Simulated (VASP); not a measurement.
Wanted: the native input for a VASP 6.6.1 run.

- Task: single point
- Functional: PBE
- Potentials or basis: VASP PAW PBE potentials, release 64 (Ir, Bi_d)
- Cutoff: 520 eV
- k mesh: 6 × 6 × 6
- Occupations: gaussian, width 0.05 eV
- Spin: no spin polarisation
- Dipole correction: no
- Further INCAR settings: ALGO = Normal; EDIFF = 1e-06; NBANDS = 19

The structure of BiIr lies in POSCAR:

```
BiIr
1.0
    0.0000000000      2.8903843233      2.8903843233
    2.8903843233      0.0000000000      2.8903843233
    2.8903843233      2.8903843233      0.0000000000
Ir Bi
1 1
Direct
    0.0000000000      0.0000000000      0.0000000000
    0.2500000000      0.2500000000      0.2500000000
```

One way to write it, as run:

INCAR

```
SYSTEM = BiIr
ALGO     = Normal         ! electronic algorithm
EDIFF    = 1E-6           ! SCF threshold, eV
ENCUT    = 520            ! plane-wave cutoff, eV
GGA      = PE             ! functional
ISIF     = 2              ! what is computed and relaxed
ISMEAR   = 0              ! smearing method
LASPH    = .TRUE.         ! aspherical terms in the spheres
LCHARG   = .FALSE.        ! write CHGCAR
LREAL    = .FALSE.        ! projectors in reciprocal space
LWAVE    = .FALSE.        ! write WAVECAR
NBANDS   = 19             ! bands
NELM     = 60             ! most SCF steps
PREC     = Accurate       ! precision mode
SIGMA    = 0.05           ! smearing width, eV
```

KPOINTS

```
k-points
0
G
  6 6 6
  0 0 0
```

Potentials or basis: VASP PAW PBE potentials, release 64 (Ir, Bi_d).

The run is started by

```bash
$ cat potpaw_PBE.64/Ir/POTCAR potpaw_PBE.64/Bi_d/POTCAR > POTCAR
$ mpirun -np 1 vasp_std > vasp.out
```

Results of the run:

```yaml
Pressure: 23.7 GPa
Band_gap_on_the_k_mesh: zero (band 12 reaches 10.51 eV, above the bottom of band 13 at 6.67 eV)
```

Caveat: spin-orbit coupling is left out, which moves the levels of the heavy elements.

It took 7 s on 1 thread of Intel(R) Xeon(R) 6975P-C (Granite Rapids) (shared host), peak memory 0.17 GiB.
